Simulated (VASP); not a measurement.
A run of VASP 6.6.1:

INCAR

```
SYSTEM = SrFe2As2
PREC = Accurate
ENCUT = 520
EDIFF = 1E-7
ISMEAR = 0
SIGMA = 0.1
LREAL = .FALSE.
LASPH = .TRUE.
NELM = 80
ALGO = Fast
ISIF = 2
LWAVE = .FALSE.
LCHARG = .TRUE.
GGA = PS
LELF = .TRUE.
LVHAR = .TRUE.
NBANDS = 26
```

The input KPOINTS:

```
Automatic mesh
0
G
  12 12 12
  0 0 0
```

The input POSCAR:

```
SrFe2As2
1.0
   -1.9674875666      1.9674875666      5.7624731337
    1.9674875666     -1.9674875666      5.7624731337
    1.9674875666      1.9674875666     -5.7624731337
Sr Fe As
1 2 2
Direct
    0.0000000000      0.0000000000      0.0000000000
    0.2500000000      0.7500000000      0.5000000000
    0.7500000000      0.2500000000      0.5000000000
    0.3521482908      0.3521482908      0.0000000000
    0.6478517092      0.6478517092      0.0000000000
```

Potentials or basis: VASP PAW PBE potentials, release 64 (Sr_sv, Fe, As).

Run with:

```sh
$ cat potpaw_PBE.64/Sr_sv/POTCAR potpaw_PBE.64/Fe/POTCAR potpaw_PBE.64/As/POTCAR > POTCAR
$ mpirun -np 1 vasp_std > vasp.out
```

Hardware: 1 thread of Intel(R) Xeon(R) 6975P-C (Granite Rapids) (shared host).

Task: How long does it take, and how much memory?

Result: Run time: 13 min on 1 thread of Intel(R) Xeon(R) 6975P-C (Granite Rapids), on a shared host, peak memory 0.63 GiB. Counts: scf iterations 27, k points 163.
